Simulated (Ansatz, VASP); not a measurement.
# Mo2Se5: VASP beside Ansatz

```
Mo Se
1.0
     5.76118    0.00000    0.07175
     0.00000    3.33189    0.00000
     0.20713    0.00000   18.53954
Mo Se
4 10
Direct
  0.39688 0.25000 0.69289
  0.89706 0.75000 0.69302
  0.10294 0.25000 0.30698
  0.60312 0.75000 0.30711
  0.55658 0.75000 0.78277
  0.57040 0.75000 0.60302
  0.07029 0.25000 0.60304
  0.05664 0.25000 0.78294
  0.12222 0.25000 0.02554
  0.87778 0.75000 0.97446
  0.94336 0.75000 0.21706
  0.92971 0.75000 0.39696
  0.42960 0.25000 0.39698
  0.44342 0.25000 0.21723
```

Alike in both runs: functional PBE; k mesh 2 × 4 × 1; occupations gaussian, width 0.15 eV; collinear spin.

Ansatz relaxed the structure, and its values are those at the end. VASP's run is a single point on that final structure, the one shown.

|  | VASP | Ansatz |
| --- | --- | --- |
| version | VASP 6.6.1 | Ansatz 0.2.0 |
| potentials or method | VASP PAW PBE potentials, release 64 (Mo_sv, Se), cutoff 520 eV | scalar-relativistic, plane waves, PAW |
| valence electrons in the cell | 116 | 216 |

```tsv
	VASP	Ansatz	Ansatz less VASP
gap on the k mesh at the Fermi level (eV)	0.47	0.47	-0.004
least direct gap on the mesh (eV)	0.49	0.50	+0.011
pressure (GPa)	0.3	0.1	-0.18
rms of the force components (eV/Å)	0.024	0.018	-0.0060
net moment per atom (μB)	0.00	0.00	0.000
```

VASP's potentials hold 116 valence electrons a cell and Ansatz's 216, so a difference there can come from the potentials and not from the codes. Ansatz's warnings: seeded moment not kept.

The k mesh is coarse, so the values compare programs but aren't converged.
